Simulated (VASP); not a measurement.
# TaN (P6_3mc) in VASP: a series of runs, part 3 of 3

VASP 6.6.1. Earlier steps stand in the parts before.

## Step 5: Relaxation of the atoms, r2SCAN (strain along c alone, the other axes held: +3.0 %)

POSCAR reads:

```
TaN
1.0
    3.1344588821      0.0000000000      0.0000000000
   -1.5672294410      2.7145210190      0.0000000000
    0.0000000000      0.0000000000      6.2694626611
Ta N
2 2
Direct
    0.3333333333      0.6666666667      0.0325435803
    0.6666666667      0.3333333333      0.5325435803
    0.3333333333      0.6666666667      0.3524564197
    0.6666666667      0.3333333333      0.8524564197
```

INCAR.step1 reads:

```
  PREC = Accurate
  ENCUT = 520
  ISMEAR = 0
  SIGMA = 0.1
  LREAL = False
  LASPH = True
  NELM = 80
  GGA = PE
  ALGO = Normal
  EDIFF = 1E-4
  LWAVE = True
  LCHARG = False
  KPAR = 4
```

INCAR.step2 reads:

```
  PREC = Accurate
  ENCUT = 520
  EDIFF = 1E-7
  ISMEAR = 0
  SIGMA = 0.1
  LREAL = False
  LASPH = True
  NELM = 80
  ALGO = Normal
  ISIF = 2
  LWAVE = False
  LCHARG = False
  METAGGA = R2SCAN
  LMIXTAU = True
  IBRION = 2
  NSW = 60
  EDIFFG = -0.008
  ISTART = 1
  KPAR = 4
```

KPOINTS reads:

```
regular mesh
0
Gamma
  18 18 10
```

Potentials or basis: VASP PAW PBE potentials, release 64 (Ta_pv, N).

On the command line:

```bash
cat potpaw_PBE.64/Ta_pv/POTCAR potpaw_PBE.64/N/POTCAR > POTCAR
cp INCAR.step1 INCAR
mpirun -np 4 vasp_std > vasp.out
cp INCAR.step2 INCAR
mpirun -np 4 vasp_std > vasp.out
```

OUTCAR:

```text
PREC = Accurate
   ENCUT = 520
   EDIFF = 1E-7
   ISMEAR = 0
   LREAL = False
   LASPH = True
   NELM = 80
   ISIF = 2
   METAGGA = R2SCAN
   IBRION = 2
   NSW = 60
   EDIFFG = -0.008
   ISTART = 1

 ion  position               nearest neighbor table
   1  0.333  0.667  0.033-   3 2.01   4 2.13   4 2.13   4 2.13
   2  0.667  0.333  0.533-   4 2.01   3 2.13   3 2.13   3 2.13
   3  0.333  0.667  0.352-   1 2.01   2 2.13   2 2.13   2 2.13
   4  0.667  0.333  0.852-   2 2.01   1 2.13   1 2.13   1 2.13

  LATTYP: Found a hexagonal cell.
 ALAT       =     3.1344588821
 C/A-ratio  =     2.0001738408

  Lattice vectors:

 A1 = (   3.1344588821,   0.0000000000,   0.0000000000)
 A2 = (  -1.5672294410,   2.7145210190,   0.0000000000)
 A3 = (   0.0000000000,   0.0000000000,   6.2694626611)

Analysis of symmetry for initial positions (statically):
=====================================================================
 Subroutine PRICEL returns:
 Original cell was already a primitive cell.

 Routine SETGRP: Setting up the symmetry group for a
 hexagonal supercell.

 Subroutine GETGRP returns: Found 12 space group operations
 (whereof  6 operations were pure point group operations)
 out of a pool of 24 trial point group operations.

The static configuration has the point symmetry C_3v.
 The point group associated with its full space group is C_6v.

Analysis of symmetry for dynamics (positions and initial velocities):
=====================================================================
 Subroutine PRICEL returns:
 Original cell was already a primitive cell.

 Routine SETGRP: Setting up the symmetry group for a
 hexagonal supercell.

 Subroutine GETGRP returns: Found 12 space group operations
 (whereof  6 operations were pure point group operations)
 out of a pool of 24 trial point group operations.

The dynamic configuration has the point symmetry C_3v.
 The point group associated with its full space group is C_6v.
[... 129 lines left out ...]
   LHFCALC =     F    Hartree Fock is set to
   AEXX    =    0.0000 exact exchange contribution
   IVDW    =     0    specifies the selected vdW correction
   LEPSILON=     F    determine dielectric tensor
   LRPA    =     F    only Hartree local field effects (RPA)
 conjugate gradient relaxation of ions
 non-spin polarized calculation
 Gauss-broadening in eV      SIGMA  =   0.10
  energy-cutoff  :      520.00
  volume of cell :       53.34
 maximum number of plane-waves:      1452
 NGX is ok and might be reduce to    24
   NGX = 11   NGY = 11   NGZ = 23

--------------------------------------- Ionic step        1  -------------------------------------------

 number of electron      31.9999994 magnetization

 Free energy of the ion-electron system (eV)
  ---------------------------------------------------
  ext. energy  EPLUGINS =         0.00000000
  ---------------------------------------------------
  free energy    TOTEN  =      -119.04115435 eV

  energy without entropy =     -119.03868798  energy(sigma->0) =     -119.03992116

------------------------ aborting loop because EDIFF is reached ----------------------------------------

  FORCE on cell =-STRESS in cart. coord.  units (eV):
  Direction    XX          YY          ZZ          XY          YZ          ZX
  --------------------------------------------------------------------------------------
  -------------------------------------------------------------------------------------
  Total       -1.4102584     -1.4102584     -5.3094857     -0.0000000      0.0000000      0.0000000
  in kB      -42.3568037    -42.3568037   -159.4692414     -0.0000000      0.0000000      0.0000000
  external PRESSURE =     -81.3942829 kB  Pullay stress =       0.0000000 kB
[... 63 lines left out ...]
--------------------------------------- Ionic step        3  -------------------------------------------

 number of electron      31.9999995 magnetization

 Free energy of the ion-electron system (eV)
  ---------------------------------------------------
  ext. energy  EPLUGINS =         0.00000000
  ---------------------------------------------------
  free energy    TOTEN  =      -119.04407389 eV

  energy without entropy =     -119.04223939  energy(sigma->0) =     -119.04315664

 E-fermi :   6.1536     XC(G=0): -12.8777

 val. band max:        6.1434851672   @ k =   0.1111   0.0000   0.1000
 cond. band min:       6.1564945860   @ k =   0.0556   0.0556   0.0000
 fundamental gap:      0.0130094188
 Fermi energy:         6.1536155159

 k-point     1 :       0.0000    0.0000    0.0000
  band No.  band energies     occupation
      1     -30.7120      2.00000
      2     -30.4194      2.00000
      3     -30.1450      2.00000
      4     -30.1450      2.00000
      5     -30.1229      2.00000
      6     -30.1229      2.00000
[... 541 lines left out ...]
     19       8.9634      0.00000
     20       9.8406      0.00000

 [... further k-points ...]

------------------------ aborting loop because EDIFF is reached ----------------------------------------

  FORCE on cell =-STRESS in cart. coord.  units (eV):
  Direction    XX          YY          ZZ          XY          YZ          ZX
  --------------------------------------------------------------------------------------
  -------------------------------------------------------------------------------------
  Total       -1.5922276     -1.5922276     -4.9027171     -0.0000000      0.0000000      0.0000000
  in kB      -47.8222086    -47.8222086   -147.2520367     -0.0000000      0.0000000      0.0000000
  external PRESSURE =     -80.9654846 kB  Pullay stress =       0.0000000 kB
[... 19 lines left out ...]
  FREE ENERGIE OF THE ION-ELECTRON SYSTEM (eV)
  ---------------------------------------------------
  free  energy   TOTEN  =      -119.0440738938 eV

  energy  without entropy=     -119.0422393935  energy(sigma->0) =     -119.04315664

 reached required accuracy - stopping structural energy minimisation
```

OSZICAR.step1:

```text
N       E                     dE             d eps       ncg     rms          rms(c)
DAV:   1     0.274364780273E+03    0.27436E+03   -0.18185E+04  8880   0.164E+03
DAV:   2    -0.358404229254E+02   -0.31021E+03   -0.30158E+03 10912   0.446E+02
DAV:   3    -0.499061156527E+02   -0.14066E+02   -0.13717E+02 10784   0.895E+01
DAV:   4    -0.501997017634E+02   -0.29359E+00   -0.29098E+00 10936   0.126E+01
DAV:   5    -0.502073084340E+02   -0.76067E-02   -0.76001E-02 11264   0.156E+00    0.317E+01
DAV:   6    -0.437458743888E+02    0.64614E+01   -0.46559E+01 10808   0.426E+01    0.131E+01
DAV:   7    -0.433902260218E+02    0.35565E+00   -0.30251E+00 10404   0.109E+01    0.816E+00
DAV:   8    -0.433418612935E+02    0.48365E-01   -0.22169E-01 10052   0.421E+00    0.642E-01
DAV:   9    -0.433370591471E+02    0.48021E-02   -0.35898E-02 10872   0.111E+00    0.235E-01
DAV:  10    -0.433370363093E+02    0.22838E-04   -0.38845E-03 11004   0.544E-01    0.686E-02
DAV:  11    -0.433369436956E+02    0.92614E-04   -0.64028E-04 10396   0.179E-01
   1 F= -.43336944E+02 E0= -.43335213E+02  d E =-.346195E-02
```

Wall time 7.8 min (4 MPI ranks of Intel Xeon Platinum 8488C (Sapphire Rapids), shared host); peak memory 0.33 GiB.

What came out:

| Quantity | Value |
| --- | --- |
| Free energy | -119.0441 eV |
| Energy gained by relaxing | 0.7 meV/atom |
| Ionic steps | 3 |
| Pressure after relaxing | -8.1 GPa |
| Band gap on the k mesh | zero (bands 16 and 17 overlap by 0.06 eV) |

Step by step:
| step | energy change (eV) | largest force (eV/Å) | pressure (GPa) |
| --- | --- | --- | --- |
| 1 | 0.0000 | 0.2387 | -8.14 |
| 2 | -0.0004 | 0.2320 | -8.01 |
| 3 | -0.0029 | 0.0005 | -8.10 |

Final structure:
```
CELL_PARAMETERS angstrom
3.13446 0.00000 0.00000
-1.56723 2.71452 0.00000
0.00000 0.00000 6.26946
ATOMIC_POSITIONS crystal
Ta 0.33333 0.66667 0.03351
Ta 0.66667 0.33333 0.53351
N 0.33333 0.66667 0.35149
N 0.66667 0.33333 0.85149
```

Caveat: the cell differs from its parent crystal (strain along c alone, the other axes held: +3.0 %); the PAW data sets were made with another functional, which shifts forces and pressure a little; spin-orbit coupling is left out, which moves the levels of the heavy elements.

## Step 6: Summary

```csv
task,cell,k mesh,gap on the mesh (eV),pressure (GPa),largest force (eV/Å)
single point,"a = 2.818, b = 2.818, c = 5.971 Å, angles 90.0, 90.0, 120.0°, 4 atoms, atomic positions A",18 × 18 × 8,0.11,93.4,0.03
single point,"a = 2.930, b = 2.930, c = 6.000 Å, angles 90.0, 90.0, 120.0°, 4 atoms, atomic positions B",18 × 18 × 8,none,52.4,0.04
relaxation of the atoms,"atoms relaxed from a = 3.134, b = 3.134, c = 6.269 Å, angles 90.0, 90.0, 120.0°, 4 atoms, atomic positions C",18 × 18 × 10,none,-8.1,-
```

Alike in all rows: level r2SCAN; potentials or basis VASP PAW PBE potentials, release 64 (Ta_pv, N); no spin polarisation; cutoff (eV) 520; smearing gaussian 0.1 eV.

Caveats: the PAW data sets were made with another functional, which shifts forces and pressure a little; spin-orbit coupling is left out, which moves the levels of the heavy elements; the cell stands under pressure (at least some runs).

Absolute energies hang on the potentials; compare differences alone.

The gap in the log of VASP goes by the Fermi energy; the results here count the filled bands.